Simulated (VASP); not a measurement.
Crystal: InP3.

```xyz
8
Lattice="3.7245 2.1503 3.2950 -3.7245 2.1503 3.2950 0.0000 -4.3007 3.2950" Properties=species:S:1:pos:R:3 pbc="T T T"
In    0.0000    0.0000    2.7233
In    0.0000    0.0000    7.1617
P     2.0667   -1.1932    6.0430
P     0.0000    2.3864    6.0430
P    -2.0667   -1.1932    6.0430
P    -2.0667    1.1932    3.8420
P     2.0667    1.1932    3.8420
P     0.0000   -2.3864    3.8420
```

| Quantity | Value |
| --- | --- |
| Program | VASP 6.6.1 |
| Task | relaxation of cell and atoms |
| Functional | r2SCAN |
| Potentials or basis | VASP PAW PBE potentials, release 64 (In_d, P) |
| Cutoff | 600 eV |
| k mesh | 6 × 6 × 6 |
| Occupations | fermi-dirac, width 0.1 eV |
| Spin | no spin polarisation |

At the start: pressure 1.3 GPa; volume 19.79 Å³/atom.

**Question.** Where does the relaxation end?

**Answer.** Over 13 steps the energy falls by 4.2 meV/atom and the volume is 20.40 Å³/atom (+3.1 %); space group R-3m (No. 166, to 0.1 Å) before and after.

The path:
```
step  energy change (eV)  largest force (eV/Å)  pressure (GPa)  volume (Å³)
   1              0.0000                0.1706            1.28       158.34
   2             -0.0197                0.1879           -0.32       162.00
   3             -0.0198                0.1890           -0.41       162.21
   4             -0.0277                0.0590            0.10       162.61
   5             -0.0277                0.0594            0.07       162.59
   6             -0.0296                0.0547            0.01       162.85
   7             -0.0309                0.0504           -0.05       163.21
   8             -0.0311                0.0461           -0.09       163.39
   9             -0.0324                0.0555            0.02       163.23
  10             -0.0329                0.0615            0.12       163.08
  11             -0.0333                0.0424           -0.22       163.55
  12             -0.0334                0.0436           -0.12       163.41
  13             -0.0340                0.0037           -0.04       163.18
```

Final structure:
```
In P
1.0
     3.73994    2.15925    3.36788
    -3.73994    2.15925    3.36788
     0.00000   -4.31851    3.36788
In P
2 6
Direct
  0.27087 0.27087 0.27087
  0.72913 0.72913 0.72913
  0.79892 0.24468 0.79892
  0.79892 0.79892 0.24468
  0.24468 0.79892 0.79892
  0.20108 0.75532 0.20108
  0.75532 0.20108 0.20108
  0.20108 0.20108 0.75532
```

Caveat: the PAW data sets were made with another functional, which shifts forces and pressure a little.
